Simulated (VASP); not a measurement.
# SiC3 (Cmmm) in VASP: relaxation of cell and atoms with PBE

Aim: the relaxation of cell and atoms of SiC3 with PBE.

Everything below comes from runs of VASP 6.6.1. Logs are shortened: lines on timing, memory, paths and dates and some standing lists are left out, and cuts for length are marked.

**1. The cell of the first run**

It takes space group Cmmm (No. 65, orthorhombic). The conventional cell has a = 3.007 Å, b = 7.160 Å, c = 7.847 Å, α = 90.00°, β = 90.00°, γ = 90.00°. Within 2.0 Å of Si (site symmetry mmm) lie 2 C at 1.50 Å. Within 2.0 Å of C (site symmetry mmm) lie 2 Si at 1.50 Å. Within 2.0 Å of C (site symmetry 2/m) lie 2 C at 1.50 Å.

**2. Relaxation of cell and atoms, PBE**

Contents of INCAR:

```
SYSTEM = SiC3
PREC = Accurate
ENCUT = 600
EDIFF = 1E-6
ISMEAR = 0
SIGMA = 0.1
LREAL = .FALSE.
LASPH = .TRUE.
NELM = 80
ALGO = Normal
ISIF = 3
LWAVE = .FALSE.
LCHARG = .FALSE.
GGA = PE
IBRION = 2
NSW = 100
EDIFFG = -0.01
```

Contents of KPOINTS:

```
regular mesh
0
G
  16 16 6
  0 0 0
```

Contents of POSCAR:

```
SiC3
1.0
    1.5035378298     -3.5797896396      0.0000000000
    1.5035378298      3.5797896396      0.0000000000
    0.0000000000      0.0000000000      7.8472407395
Si C
1 3
Direct
    0.5000000000      0.5000000000      0.0000000000
    0.0000000000      0.0000000000      0.0000000000
    0.0000000000      0.5000000000      0.5000000000
    0.5000000000      0.0000000000      0.5000000000
```

Potentials or basis: VASP PAW PBE potentials, release 64 (Si, C).

Run with:

```console
> cat potpaw_PBE.64/Si/POTCAR potpaw_PBE.64/C/POTCAR > POTCAR
> mpirun -np 1 vasp_std > vasp.out
```

OUTCAR:

```text
SYSTEM = SiC3
   PREC = Accurate
   ENCUT = 600
   EDIFF = 1E-6
   ISMEAR = 0
   LREAL = .FALSE.
   LASPH = .TRUE.
   NELM = 80
   ISIF = 3
   GGA = PE
   IBRION = 2
   NSW = 100
   EDIFFG = -0.01

 ion  position               nearest neighbor table
   1  0.500  0.500  0.000-   2 1.50   2 1.50
   2  0.000  0.000  0.000-   1 1.50   1 1.50
   3  0.000  0.500  0.500-   4 1.50   4 1.50
   4  0.500  0.000  0.500-   3 1.50   3 1.50

  LATTYP: Found a base centered orthorhombic cell.
 ALAT       =     3.0070756596
 B/A-ratio  =     2.3809109213
 C/A-ratio  =     2.6095920515

  Lattice vectors:

 A1 = (   1.5035378298,  -3.5797896396,   0.0000000000)
 A2 = (   1.5035378298,   3.5797896396,   0.0000000000)
 A3 = (   0.0000000000,   0.0000000000,   7.8472407395)

Analysis of symmetry for initial positions (statically):
=====================================================================
 Subroutine PRICEL returns:
 Original cell was already a primitive cell.

 Routine SETGRP: Setting up the symmetry group for a
 base centered orthorhombic supercell.

 Subroutine GETGRP returns: Found  8 space group operations
 (whereof  8 operations were pure point group operations)
 out of a pool of  8 trial point group operations.

The static configuration has the point symmetry D_2h.

Analysis of symmetry for dynamics (positions and initial velocities):
=====================================================================
 Subroutine PRICEL returns:
 Original cell was already a primitive cell.

 Routine SETGRP: Setting up the symmetry group for a
 base centered orthorhombic supercell.

 Subroutine GETGRP returns: Found  8 space group operations
 (whereof  8 operations were pure point group operations)
 out of a pool of  8 trial point group operations.

The dynamic configuration has the point symmetry D_2h.

 Subroutine INISYM returns: Found  8 space group operations
 (whereof  8 operations are pure point group operations),
 and found     1 'primitive' translations

----------------------------------------------------------------------------------------

                                     Primitive cell

  volume of cell :      84.4732

  direct lattice vectors                    reciprocal lattice vectors
     1.503537830 -3.579789640  0.000000000     0.332548999 -0.139673012  0.000000000
     1.503537830  3.579789640  0.000000000     0.332548999  0.139673012  0.000000000
[... 117 lines left out ...]
   IVDW    =     0    specifies the selected vdW correction
   LEPSILON=     F    determine dielectric tensor
   LRPA    =     F    only Hartree local field effects (RPA)
 conjugate gradient relaxation of ions
 non-spin polarized calculation
 Gauss-broadening in eV      SIGMA  =   0.10
  energy-cutoff  :      600.00
  volume of cell :       84.47
 maximum number of plane-waves:      2844
   NGX = 15   NGY = 15   NGZ = 31

--------------------------------------- Ionic step        1  -------------------------------------------

 number of electron      16.0000001 magnetization

 Free energy of the ion-electron system (eV)
  ---------------------------------------------------
  ext. energy  EPLUGINS =         0.00000000
  ---------------------------------------------------
  free energy    TOTEN  =       -23.93953193 eV

  energy without entropy =      -23.93402221  energy(sigma->0) =      -23.93677707

------------------------ aborting loop because EDIFF is reached ----------------------------------------

  FORCE on cell =-STRESS in cart. coord.  units (eV):
  Direction    XX          YY          ZZ          XY          YZ          ZX
  --------------------------------------------------------------------------------------
  -------------------------------------------------------------------------------------
  Total       -0.1517876     -0.0552183     -0.0203310      0.0000000      0.0000000      0.0000000
  in kB       -2.8789089     -1.0473083     -0.3856117      0.0000000      0.0000000      0.0000000
  external PRESSURE =      -1.4372763 kB  Pullay stress =       0.0000000 kB
[... 95 lines left out ...]
  FREE ENERGIE OF THE ION-ELECTRON SYSTEM (eV)
  ---------------------------------------------------
  free  energy   TOTEN  =       -23.9395684301 eV

  energy  without entropy=      -23.9340601643  energy(sigma->0) =      -23.93681430

[... ionic steps 4 to 7 ...]

--------------------------------------- Ionic step        8  -------------------------------------------

 number of electron      16.0000000 magnetization

------------------------ aborting loop because EDIFF is reached ----------------------------------------
[... 71 lines left out ...]
--------------------------------------- Ionic step       10  -------------------------------------------

 number of electron      16.0000000 magnetization

 Free energy of the ion-electron system (eV)
  ---------------------------------------------------
  ext. energy  EPLUGINS =         0.00000000
  ---------------------------------------------------
  free energy    TOTEN  =       -23.94004927 eV

  energy without entropy =      -23.93472878  energy(sigma->0) =      -23.93738902

 E-fermi :  -0.2147     XC(G=0):  -7.3514

 val. band max:       -0.2160415729   @ k =   0.3125   0.1875   0.1667
 cond. band min:      -0.2112330644   @ k =   0.3125   0.1875   0.0000
 fundamental gap:      0.0048085085
 Fermi energy:        -0.2147404887

 k-point     1 :       0.0000    0.0000    0.0000
  band No.  band energies     occupation
      1     -14.7836      2.00000
      2     -12.6644      2.00000
      3      -7.5561      2.00000
      4      -4.2337      2.00000
      5      -3.8443      2.00000
      6      -3.1371      2.00000
      7      -2.7809      2.00000
      8      -1.4244      2.00000
      9       2.0918      0.00000
     10       2.6312      0.00000
     11       5.6988      0.00000
     12       6.2673      0.00000
[... 331 lines left out ...]
 k-point    24 :      -0.0625    0.0625    0.0000
  band No.  band energies     occupation
      1     -14.7754      2.00000
      2     -12.6500      2.00000
      3      -7.5576      2.00000
      4      -4.2185      2.00000
      5      -3.8482      2.00000
      6      -3.2019      2.00000
      7      -2.7716      2.00000
      8      -1.5658      2.00000
      9       2.0808      0.00000
     10       2.7440      0.00000
     11       5.8064      0.00000
     12       6.2897      0.00000

 [... further k-points ...]
[... 5 lines left out ...]
  --------------------------------------------------------------------------------------
  -------------------------------------------------------------------------------------
  Total        0.0018046      0.0030016     -0.0128669      0.0000000      0.0000000      0.0000000
  in kB        0.0349422      0.0581193     -0.2491366      0.0000000      0.0000000      0.0000000
  external PRESSURE =      -0.0520250 kB  Pullay stress =       0.0000000 kB
[... 19 lines left out ...]
  FREE ENERGIE OF THE ION-ELECTRON SYSTEM (eV)
  ---------------------------------------------------
  free  energy   TOTEN  =       -23.9400492705 eV

  energy  without entropy=      -23.9347287767  energy(sigma->0) =      -23.93738902

 reached required accuracy - stopping structural energy minimisation
```

Wall time 15 min (1 thread of Intel Xeon Platinum 8488C (Sapphire Rapids), shared host); peak memory 0.51 GiB.

What came out:

- Free energy: -23.9400 eV
- Relaxed volume: 20.69 Å³/atom
- Relaxed cell: a = 3.835 Å, b = 3.835 Å, c = 7.802 Å, α = 90.00°, β = 90.00°, γ = 133.85°
- Space group after relaxing (to 0.1 Å): Cmmm (No. 65)
- Energy gained by relaxing: 0.1 meV/atom
- Ionic steps: 10
- Pressure after relaxing: 0.0 GPa
- Band gap on the k mesh: zero (bands 8 and 9 overlap by 0.11 eV)

Step by step:
```
step  energy change (eV)  largest force (eV/Å)  pressure (GPa)  volume (Å³)
   1              0.0000                0.0000           -0.14        84.47
   2              0.0004                0.0000            0.38        84.24
   3              0.0000                0.0000           -0.03        84.42
   4              0.0000                0.0000           -0.03        84.42
   5             -0.0001                0.0000           -0.03        84.35
   6             -0.0002                0.0000           -0.02        84.12
   7             -0.0004                0.0000            0.00        83.66
   8             -0.0005                0.0000            0.04        82.75
   9              0.0005                0.0000           -0.62        82.73
  10             -0.0005                0.0000           -0.01        82.75
```

Final structure:
```yaml
crystal:
  lattice:
    - [1.50309, -3.52800, 0.00000]
    - [1.50309, 3.52800, 0.00000]
    - [0.00000, 0.00000, 7.80197]
  atoms:
    - { symbol: Si, position: [0.50000, 0.50000, 0.00000] }
    - { symbol: C, position: [0.00000, 0.00000, 0.00000] }
    - { symbol: C, position: [0.00000, 0.50000, 0.50000] }
    - { symbol: C, position: [0.50000, 0.00000, 0.50000] }
```

Levels at points of the mesh, in eV from the Fermi level:
```tsv
k point	band 6	band 7	band 8	band 9	band 10	band 11
(0.00, 0.00, 0.00)	-2.92	-2.57	-1.21	2.31	2.85	5.91
(0.50, 0.00, 0.00)	-0.34	-0.12	-0.07	-0.06	0.13	2.61
(0.50, 0.50, 0.00)	-3.72	-3.58	-2.31	2.04	4.62	6.25
(0.00, 0.00, 0.50)	-2.92	-2.83	-1.21	2.31	3.15	5.91
(0.50, 0.00, 0.50)	-0.31	-0.08	-0.08	-0.01	0.01	2.65
(0.50, 0.50, 0.50)	-3.73	-3.38	-2.26	2.04	4.46	5.67
```

Caveat: semilocal functionals underestimate gaps, and a narrow one can read as zero.
